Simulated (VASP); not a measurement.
Ge2SbO3:

```
Ge Sb O
1.0
     6.45491    0.00000    0.00000
    -3.22745    5.59011    0.00000
     0.00000    0.00000    2.88313
Ge Sb O
2 1 3
Direct
  0.33333 0.66667 0.50000
  0.66667 0.33333 0.50000
  0.00000 0.00000 0.50000
  0.50000 0.00000 0.50000
  0.00000 0.50000 0.50000
  0.50000 0.50000 0.50000
```

The cell was generated, and may not be a known phase.

| Property | Result |
| --- | --- |
| Program | VASP 6.6.1 |
| Task | relaxation of cell and atoms |
| Functional | PBE |
| Potentials or basis | VASP PAW PBE potentials, release 64 (Ge_d, Sb, O) |
| Cutoff | 600 eV |
| k mesh | 3 × 3 × 6 |
| Occupations | gaussian, width 0.1 eV |
| Spin | no spin polarisation |

At the start: pressure 0.8 GPa; volume 17.34 Å³/atom.

Problem. Where does the relaxation end?

Solution. Over 5 steps the energy falls by 18.0 meV/atom and the volume is 18.20 Å³/atom (+5.0 %); space group P6/mmm (No. 191, to 0.1 Å) before and after.

The path:
```csv
step,energy change (eV),largest force (eV/Å),pressure (GPa),volume (Å³)
1,0.0000,0.0000,0.85,104.03
2,-0.0835,0.0000,2.11,105.36
3,-0.0855,0.0000,2.25,105.62
4,-0.1064,0.0000,-0.46,110.18
5,-0.1078,0.0000,0.06,109.21
```

Final structure:
```
CELL_PARAMETERS angstrom
6.43740 0.00000 0.00000
-3.21870 5.57495 0.00000
0.00000 0.00000 3.04301
ATOMIC_POSITIONS crystal
Ge 0.33333 0.66667 0.50000
Ge 0.66667 0.33333 0.50000
Sb 0.00000 0.00000 0.50000
O 0.50000 0.00000 0.50000
O 0.00000 0.50000 0.50000
O 0.50000 0.50000 0.50000
```

Caveat: the k points lie up to 0.38 Å⁻¹ apart in the final cell, too coarse for converged energies and pressures of a metal; an odd number of electrons without spin polarisation forces a metal; a magnetic or distorted state may lie lower.
